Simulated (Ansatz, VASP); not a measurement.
**One calculation of InSe, two programs**

File INCAR:

```
SYSTEM = InSe
PREC     = Accurate       ! precision mode
ENCUT    = 520            ! plane-wave cutoff, eV
EDIFF    = 1E-7           ! SCF threshold, eV
ISMEAR   = 0              ! smearing method
SIGMA    = 0.02           ! smearing width, eV
LREAL    = .FALSE.        ! projectors in reciprocal space
LASPH    = .TRUE.         ! aspherical terms in the spheres
NELM     = 60             ! most SCF steps
ALGO     = Normal         ! electronic algorithm
ISIF     = 2              ! what is computed and relaxed
LWAVE    = .FALSE.        ! write WAVECAR
LCHARG   = .FALSE.        ! write CHGCAR
LDIPOL   = .TRUE.       
IDIPOL   = 3            
DIPOL    = 0.5 0.5 0.500
GGA      = PE             ! functional
IVDW     = 12             ! dispersion correction
NBANDS   = 27             ! bands
```

File KPOINTS:

```
Automatic mesh
0
G
  9 9 1
  0 0 0
```

Contents of POSCAR:

```
InSe
1.0
    4.0940000000      0.0000000000      0.0000000000
   -2.0470000000      3.5455080031      0.0000000000
    0.0000000000      0.0000000000     36.7211901288
Se In
2 2
Direct
    0.0000000000      0.0000000000      0.4298358958
    0.0000000000      0.0000000000      0.5701363594
    0.6666666667      0.3333333333      0.4635860318
    0.6666666667      0.3333333333      0.5363862748
```

Input for Ansatz:

```yaml
crystal:
  lattice:
    - [4.094, 0.0, 0.0]
    - [-2.047, 3.5455080031, 0.0]
    - [0.0, 0.0, 36.7211901288]
  atoms:
    - { symbol: Se, position: [0.0, 0.0, 0.4298358958] }
    - { symbol: In, position: [0.6666666667, 0.3333333333, 0.4635860318] }
    - { symbol: In, position: [0.6666666667, 0.3333333333, 0.5363862748] }
    - { symbol: Se, position: [0.0, 0.0, 0.5701363594] }
  periodic: [true, true, false]
basis:
  ecutwfc: 420
kpoints:
  mp_grid: { grid: [9, 9, 1] }
hamiltonian:
  xc: pbe
  dispersion: d3bj
scf:
  occupations: { method: gaussian, width: 0.02 }
output:
  forces: true
  stress: true
  eigenvalues: true
```

Alike in both runs: task single point; functional PBE; dispersion D3(BJ); k mesh 9 × 9 × 1; occupations gaussian, width 0.02 eV; no spin polarisation.

```csv
,VASP,Ansatz
version,VASP 6.6.1,Ansatz 0.2.0
potentials or method,"VASP PAW PBE potentials, release 64 (Se, In_d), cutoff 520 eV","scalar-relativistic, plane waves, PAW"
valence electrons in the cell,38,58
```

VASP gave:

| Quantity | Value |
| --- | --- |
| gap on the k mesh at the Fermi level (eV) | 1.34 |
| least direct gap on the mesh (eV) | 1.42 |
| rms of the force components (eV/Å) | 0.271 |

Problem. Estimate Ansatz's values.

Solution. gap on the k mesh at the Fermi level (eV): 1.35; least direct gap on the mesh (eV): 1.43; rms of the force components (eV/Å): 0.275.

VASP's potentials hold 38 valence electrons a cell and Ansatz's 58, so a difference there can come from the potentials and not from the codes.
